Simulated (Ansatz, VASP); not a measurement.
Two plane-wave programs on HfO2

INCAR

```
SYSTEM = HfO2
PREC = Accurate
ENCUT = 600
EDIFF = 1E-6
ISMEAR = -1
SIGMA = 0.05
LREAL = .False.
LASPH = .True.
NELM = 100
ALGO = Normal
ISIF = 3
LWAVE = .False.
LCHARG = .False.
GGA = RE
IBRION = 2
NSW = 60
EDIFFG = -0.01
```

KPOINTS

```
regular mesh
0
Gamma
  5 6 5
  0 0 0
```

POSCAR

```
HfO2
1.0
    5.2194633600      0.0000000000      0.0000000000
    0.0000000000      5.0047636900      0.0000000000
    0.0000000000      0.0000000000      5.0326850500
Hf O
4 8
Direct
    0.9669940000      0.7325208200      0.7414403500
    0.5330060000      0.7325208200      0.2414403500
    0.4669940000      0.2674791800      0.7414403500
    0.0330060000      0.2674791800      0.2414403500
    0.6321274500      0.9286454000      0.8792672600
    0.8678725500      0.9286454000      0.3792672600
    0.2339485200      0.5398830500      0.4922923900
    0.2660514800      0.5398830500      0.9922923900
    0.7660514800      0.4601169500      0.9922923900
    0.7339485200      0.4601169500      0.4922923900
    0.1321274500      0.0713546000      0.8792672600
    0.3678725500      0.0713546000      0.3792672600
```

Contents of input.yaml:

```yaml
crystal:
  lattice:
    - [5.21946336, 0.0, 0.0]
    - [0.0, 5.00476369, 0.0]
    - [0.0, 0.0, 5.03268505]
  atoms:
    - { symbol: Hf, position: [0.966994, 0.73252082, 0.74144035] }
    - { symbol: Hf, position: [0.533006, 0.73252082, 0.24144035] }
    - { symbol: Hf, position: [0.466994, 0.26747918, 0.74144035] }
    - { symbol: Hf, position: [0.033006, 0.26747918, 0.24144035] }
    - { symbol: O, position: [0.63212745, 0.9286454, 0.87926726] }
    - { symbol: O, position: [0.86787255, 0.9286454, 0.37926726] }
    - { symbol: O, position: [0.23394852, 0.53988305, 0.49229239] }
    - { symbol: O, position: [0.26605148, 0.53988305, 0.99229239] }
    - { symbol: O, position: [0.76605148, 0.46011695, 0.99229239] }
    - { symbol: O, position: [0.73394852, 0.46011695, 0.49229239] }
    - { symbol: O, position: [0.13212745, 0.0713546, 0.87926726] }
    - { symbol: O, position: [0.36787255, 0.0713546, 0.37926726] }
hamiltonian:
  xc: revpbe
  pseudopotentials: { kind: paw }
kpoints:
  mp_grid: { grid: [5, 6, 5] }
scf:
  occupations: { method: fermi_dirac, width: 0.05 }
output:
  forces: true
  stress: true
  write_density: true
  write_potential: true
  elf: true
  volumetric_format: npy
relax:
  f_tol: 0.01
  max_steps: 40
  cell: { stress_tol: 0.05 }
```

Alike in both runs: task relaxation of cell and atoms; functional revPBE; k mesh 5 × 6 × 5; occupations fermi-dirac, width 0.05 eV; no spin polarisation.

|  | VASP | Ansatz |
| --- | --- | --- |
| version | VASP 6.6.1 | Ansatz 0.2.0 |
| potentials or method | VASP PAW PBE potentials, release 64 (Hf_pv, O) | Ansatz PAW |
| plane-wave cutoff (eV) | 600 | 420 |
| valence electrons in the cell | 88 | 152 |

```csv
,VASP,Ansatz,Ansatz less VASP
"gap on the k mesh at the Fermi level, each at its own relaxed structure (eV)",4.41,4.42,+0.013
relaxed volume (Å³/atom),11.44,11.61,+0.174
relaxed length of the cell vector where the two differ most in proportion (Å),5.302,5.332,+0.0299
```

VASP's potentials were made for PBE, not for revPBE. VASP's potentials hold 88 valence electrons a cell and Ansatz's 152, so a difference there can come from the potentials and not from the codes.

Spin-orbit coupling is off throughout. Noted on Ansatz's run: odd divisions of the mesh miss points on the zone boundary, where band edges often lie, so the gap on the mesh can be too wide; the plane-wave basis is chosen anew once the cell has moved, so the energies of steps on either side of that aren't comparable.
